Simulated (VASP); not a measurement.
# Ge (Cmmm) in VASP: a series of runs, part 2 of 2

VASP 6.6.1.

## Step 5: Single point, PBEsol

File INCAR:

```
SYSTEM = Ge
PREC = Accurate
ENCUT = 520
EDIFF = 1E-6
ISMEAR = 0
SIGMA = 0.15
LREAL = .False.
LASPH = .True.
NELM = 100
ALGO = Fast
ISIF = 2
LWAVE = .False.
LCHARG = .False.
GGA = PS
NBANDS = 13
```

File KPOINTS:

```
regular mesh
0
Gamma
  28 28 26
  0 0 0
```

File POSCAR:

```
Ge
1.0
    1.3603016240     -2.4788570173      0.0000000000
    1.3603016240      2.4788570173      0.0000000000
    0.0000000000      0.0000000000      2.7301004696
Ge
1
Direct
    0.5000000000      0.5000000000      0.0000000000
```

Potentials or basis: VASP PAW PBE potentials, release 64 (Ge_d).

Run with:

```console
$ cat potpaw_PBE.64/Ge_d/POTCAR > POTCAR
$ mpirun -np 1 vasp_std > vasp.out
```

OUTCAR:

```text
SYSTEM = Ge
   PREC = Accurate
   ENCUT = 520
   EDIFF = 1E-6
   ISMEAR = 0
   LREAL = .False.
   LASPH = .True.
   NELM = 100
   ISIF = 2
   GGA = PS

 ion  position               nearest neighbor table
   1  0.500  0.500  0.000-

  LATTYP: Found a base centered orthorhombic cell.
 ALAT       =     2.7206032480
 B/A-ratio  =     1.8222848327
 C/A-ratio  =     1.0034908514

  Lattice vectors:

 A1 = (   1.3603016240,  -2.4788570173,   0.0000000000)
 A2 = (   1.3603016240,   2.4788570173,   0.0000000000)
 A3 = (   0.0000000000,   0.0000000000,   2.7301004696)

Analysis of symmetry for initial positions (statically):
=====================================================================
 Subroutine PRICEL returns:
 Original cell was already a primitive cell.

 Routine SETGRP: Setting up the symmetry group for a
 base centered orthorhombic supercell.

 Subroutine GETGRP returns: Found  8 space group operations
 (whereof  8 operations were pure point group operations)
 out of a pool of  8 trial point group operations.

The static configuration has the point symmetry D_2h.

Analysis of symmetry for dynamics (positions and initial velocities):
=====================================================================
[... 164 lines left out ...]

 k-point     1 :       0.0000    0.0000    0.0000
  band No.  band energies     occupation
      1     -17.9443      2.00000
      2     -17.8872      2.00000
      3     -17.8390      2.00000
      4     -17.7101      2.00000
      5     -17.6959      2.00000
      6      -6.6650      2.00000
      7      12.4755      0.00000
      8      15.4003      0.00000
      9      16.2760      0.00000
     10      16.5594      0.00000
     11      20.6500      0.00000
     12      22.4981      0.00000
     13      22.8471      0.00000
[... 354 lines left out ...]
  band No.  band energies     occupation
      1     -17.9234      2.00000
      2     -17.8343      2.00000
      3     -17.7577      2.00000
      4     -17.7392      2.00000
      5     -17.7212      2.00000
      6      -3.6036      2.00000
      7       5.0709      2.00000
      8      11.4993      0.00000
      9      15.3004      0.00000
     10      15.8602      0.00000
     11      19.6741      0.00000
     12      25.7107      0.00000
     13      26.7642      0.00000

 [... further k-points ...]
[... 5 lines left out ...]
  --------------------------------------------------------------------------------------
  -------------------------------------------------------------------------------------
  Total        0.5580228      0.2555224     -0.5630472      0.0000000      0.0000000      0.0000000
  in kB       48.5587215     22.2353676    -48.9959343      0.0000000      0.0000000      0.0000000
  external PRESSURE =       7.2660516 kB  Pullay stress =       0.0000000 kB

 VOLUME and BASIS-vectors are now :
 -----------------------------------------------------------------------------
  energy-cutoff  :      520.00
  volume of cell :       18.41
      direct lattice vectors                 reciprocal lattice vectors
     1.360301624 -2.478857017  0.000000000     0.367565539 -0.201705865  0.000000000
     1.360301624  2.478857017  0.000000000     0.367565539  0.201705865  0.000000000
     0.000000000  0.000000000  2.730100470     0.000000000  0.000000000  0.366286886

 POSITION                                       TOTAL-FORCE (eV/Angst)
 -----------------------------------------------------------------------------------
      1.36030      0.00000      0.00000         0.000000      0.000000      0.000000
 -----------------------------------------------------------------------------------
    total drift:                               -0.000000     -0.000000     -0.000000

  FREE ENERGIE OF THE ION-ELECTRON SYSTEM (eV)
  ---------------------------------------------------
  free  energy   TOTEN  =        -4.7349321675 eV

  energy  without entropy=       -4.7302761345  energy(sigma->0) =       -4.73260415
```

OSZICAR:

```text
N       E                     dE             d eps       ncg     rms          rms(c)
DAV:   1     0.614422019367E+02    0.61442E+02   -0.70701E+03 83166   0.298E+03
DAV:   2     0.497940679256E+00   -0.60944E+02   -0.58024E+02 81592   0.405E+02
DAV:   3    -0.468707743157E+01   -0.51850E+01   -0.51593E+01 87941   0.697E+01
DAV:   4    -0.475593304376E+01   -0.68856E-01   -0.68846E-01 88242   0.869E+00
DAV:   5    -0.475660177797E+01   -0.66873E-03   -0.66873E-03 90162   0.946E-01    0.147E+00
RMM:   6    -0.474095552855E+01    0.15646E-01   -0.10897E-02100313   0.159E+00    0.817E-01
RMM:   7    -0.473512256146E+01    0.58330E-02   -0.77891E-03101067   0.110E+00    0.876E-02
RMM:   8    -0.473491177742E+01    0.21078E-03   -0.90993E-04103673   0.487E-01    0.420E-02
RMM:   9    -0.473493115719E+01   -0.19380E-04   -0.14138E-04104799   0.121E-01    0.190E-02
RMM:  10    -0.473493212598E+01   -0.96879E-06   -0.27910E-05101561   0.814E-02    0.258E-03
RMM:  11    -0.473493216753E+01   -0.41543E-07   -0.64006E-06 78019   0.308E-02
   1 F= -.47349322E+01 E0= -.47326042E+01  d E =-.465603E-02
```

It took 5 min on 1 thread of Oxide Virtual Turin-like, shared host; peak memory 0.66 GiB.

Results:

```
Free energy            : -4.7349 eV
Pressure               : 0.7 GPa
Band gap on the k mesh : zero (bands 7 and 8 overlap by 9.31 eV)
```

Levels at points of the mesh, in eV from the Fermi level:
| k point | band 4 | band 5 | band 6 | band 7 | band 8 | band 9 | band 10 | band 11 |
| --- | --- | --- | --- | --- | --- | --- | --- | --- |
| (0.00, 0.00, 0.00) | -24.48 | -24.46 | -13.43 | 5.71 | 8.63 | 9.51 | 9.79 | 13.88 |
| (0.50, 0.00, 0.00) | -24.49 | -24.47 | -7.68 | -5.70 | 4.24 | 8.26 | 10.15 | 15.74 |
| (0.50, 0.50, 0.00) | -24.48 | -24.48 | -8.37 | -5.89 | 5.63 | 9.55 | 9.62 | 15.49 |
| (0.00, 0.00, 0.50) | -24.54 | -24.52 | -9.90 | -6.13 | 11.30 | 12.46 | 17.15 | 17.51 |
| (0.50, 0.00, 0.50) | -24.47 | -24.39 | -3.75 | -2.87 | -1.49 | 3.42 | 6.91 | 12.29 |
| (0.50, 0.50, 0.50) | -24.47 | -24.41 | -4.51 | -3.02 | -2.00 | 3.11 | 8.32 | 13.70 |

Caveat: the stress differs along the axes, from -5 to 5 GPa; the PAW data sets were made with another functional, which shifts forces and pressure a little.

## Step 6: Single point, PBEsol

This run uses another cell than the first one, of the same volume but with other edges.

File INCAR:

```
SYSTEM = Ge
PREC = Accurate
ENCUT = 520
EDIFF = 1E-7
ISMEAR = 0
SIGMA = 0.15
LREAL = .FALSE.
LASPH = .TRUE.
NELM = 80
ALGO = Fast
ISIF = 2
LWAVE = .FALSE.
LCHARG = .FALSE.
GGA = PS
NBANDS = 13
```

File KPOINTS:

```
Automatic mesh
0
G
  28 28 26
  0 0 0
```

File POSCAR:

```
Ge
1.0
    1.4595713870     -2.6597548007      0.0000000000
    1.4595713870      2.6597548007      0.0000000000
    0.0000000000      0.0000000000      2.3713648642
Ge
1
Direct
    0.5000000000      0.5000000000      0.0000000000
```

Potentials or basis: VASP PAW PBE potentials, release 64 (Ge_d).

Run with:

```console
$ cat potpaw_PBE.64/Ge_d/POTCAR > POTCAR
$ mpirun -np 1 vasp_std > vasp.out
```

Run time: 17 min. Hardware: 1 thread of Oxide Virtual Turin-like, shared host; peak memory 0.66 GiB.

Results (log left out):

```yaml
Free_energy: -4.5398 eV
Pressure: 4.8 GPa
Band_gap_on_the_k_mesh: zero (bands 7 and 8 overlap by 9.52 eV)
```

Stress tensor (GPa, compression positive):
```
-6.71  0.00  0.00
 0.00 -8.21  0.00
 0.00  0.00 29.20
```

Levels at points of the mesh, in eV from the Fermi level:
```csv
k point,band 4,band 5,band 6,band 7,band 8,band 9,band 10,band 11
"(0.00, 0.00, 0.00)",-24.52,-24.51,-13.54,5.30,6.18,10.22,11.84,11.89
"(0.50, 0.00, 0.00)",-24.54,-24.53,-9.34,-5.89,2.03,6.23,15.18,20.48
"(0.50, 0.50, 0.00)",-24.55,-24.52,-9.86,-6.01,3.15,7.31,14.76,19.99
"(0.00, 0.00, 0.50)",-24.67,-24.45,-7.31,-6.09,10.17,11.06,14.47,16.08
"(0.50, 0.00, 0.50)",-24.60,-24.37,-2.93,-2.52,-0.89,3.76,6.89,12.40
"(0.50, 0.50, 0.50)",-24.60,-24.38,-3.31,-3.14,-0.97,3.54,8.03,13.55
```

Caveat: the stress differs along the axes, from -8 to 29 GPa; the PAW data sets were made with another functional, which shifts forces and pressure a little.

## Step 7: Single point, PBEsol

This run uses another cell than the first one, of the same volume but with other edges.

File INCAR:

```
SYSTEM = Ge
  PREC = Accurate
  ENCUT = 520
  EDIFF = 1E-6
  ISMEAR = 0
  SIGMA = 0.15
  LREAL = .False.
  LASPH = .True.
  NELM = 100
  ALGO = Fast
  ISIF = 2
  LWAVE = .False.
  LCHARG = .False.
  GGA = PS
  NBANDS = 13
```

File KPOINTS:

```
Automatic mesh
0
Gamma
  28 28 26
  0 0 0
```

File POSCAR:

```
Ge
1.0
    1.3010816973     -2.3709414430      0.0000000000
    1.3010816973      2.3709414430      0.0000000000
    0.0000000000      0.0000000000      2.9842824688
Ge
1
Direct
    0.5000000000      0.5000000000      0.0000000000
```

Run with:

```console
$ cat potpaw_PBE.64/Ge_d/POTCAR > POTCAR
$ mpirun -np 1 vasp_std > vasp.out
```

It took 13 min on 1 thread of Oxide Virtual Turin-like, shared host; peak memory 0.66 GiB.

Results (log left out):

| Item | Value |
| --- | --- |
| Free energy | -4.5479 eV |
| Pressure | 5.5 GPa |
| Band gap on the k mesh | zero (bands 7 and 8 overlap by 7.00 eV) |

Stress tensor (GPa, compression positive):
```
 15.80   0.00   0.00
  0.00  12.77   0.00
  0.00   0.00 -12.17
```

Levels at points of the mesh, in eV from the Fermi level:
| k point | band 3 | band 4 | band 5 | band 6 | band 7 | band 8 | band 9 | band 10 | band 11 | band 12 |
| --- | --- | --- | --- | --- | --- | --- | --- | --- | --- | --- |
| (0.00, 0.00, 0.00) | -24.69 | -24.56 | -24.54 | -13.67 | 2.63 | 6.80 | 10.75 | 12.12 | 15.62 | 17.46 |
| (0.50, 0.00, 0.00) | -24.59 | -24.58 | -24.49 | -6.85 | -5.77 | 5.55 | 7.92 | 9.59 | 13.28 | 13.36 |
| (0.50, 0.50, 0.00) | -24.59 | -24.56 | -24.50 | -7.63 | -6.00 | 7.13 | 7.31 | 10.82 | 12.97 | 13.03 |
| (0.00, 0.00, 0.50) | -24.69 | -24.58 | -24.56 | -11.38 | -6.19 | 12.44 | 13.81 | 17.77 | 19.38 | 19.64 |
| (0.50, 0.00, 0.50) | -24.61 | -24.51 | -24.47 | -4.25 | -3.98 | -0.60 | 3.50 | 7.23 | 12.54 | 15.19 |
| (0.50, 0.50, 0.50) | -24.58 | -24.51 | -24.50 | -5.10 | -4.17 | -1.19 | 3.13 | 8.82 | 14.08 | 16.62 |

Caveat: the stress differs along the axes, from -12 to 16 GPa; the PAW data sets were made with another functional, which shifts forces and pressure a little.

## Step 8: The runs side by side

```tsv
level	cell	further INCAR settings	gap on the mesh (eV)	pressure (GPa)
PBEsol+D3(BJ)	a = 2.828, b = 2.828, c = 2.730 Å, angles 90.0, 90.0, 122.5°, 1 atom	ALGO = Fast; EDIFF = 1e-06; NBANDS = 13	none	-2.3
PBEsol	a = 2.913, b = 2.913, c = 2.572 Å, angles 90.0, 90.0, 122.5°, 1 atom	ALGO = Fast; EDIFF = 1e-06; NBANDS = 13	none	0.4
PBEsol	a = 2.828, b = 2.828, c = 2.730 Å, angles 90.0, 90.0, 122.5°, 1 atom	ALGO = Fast; EDIFF = 1e-06; NBANDS = 13	none	0.7
PBEsol	a = 3.034, b = 3.034, c = 2.371 Å, angles 90.0, 90.0, 122.5°, 1 atom	ALGO = Fast; EDIFF = 1e-07; NBANDS = 13	none	4.8
PBEsol	a = 2.704, b = 2.704, c = 2.984 Å, angles 90.0, 90.0, 122.5°, 1 atom	ALGO = Fast; EDIFF = 1e-06; NBANDS = 13	none	5.5
```

Alike in all rows: task single point; potentials or basis VASP PAW PBE potentials, release 64 (Ge_d); no spin polarisation; k mesh 28 × 28 × 26; cutoff (eV) 520; smearing gaussian 0.15 eV.

Caveats: the PAW data sets were made with another functional, which shifts forces and pressure a little; three body term missing (at least some runs); the stress differs along the axes, from -8 to 2 GPa (at least some runs); the stress differs along the axes, from -3 to 6 GPa (at least some runs); the stress differs along the axes, from -5 to 5 GPa (at least some runs); the stress differs along the axes, from -8 to 29 GPa (at least some runs); the stress differs along the axes, from -12 to 16 GPa (at least some runs).

Total energies depend on the potentials used, so only differences within one code and one set of settings carry meaning.
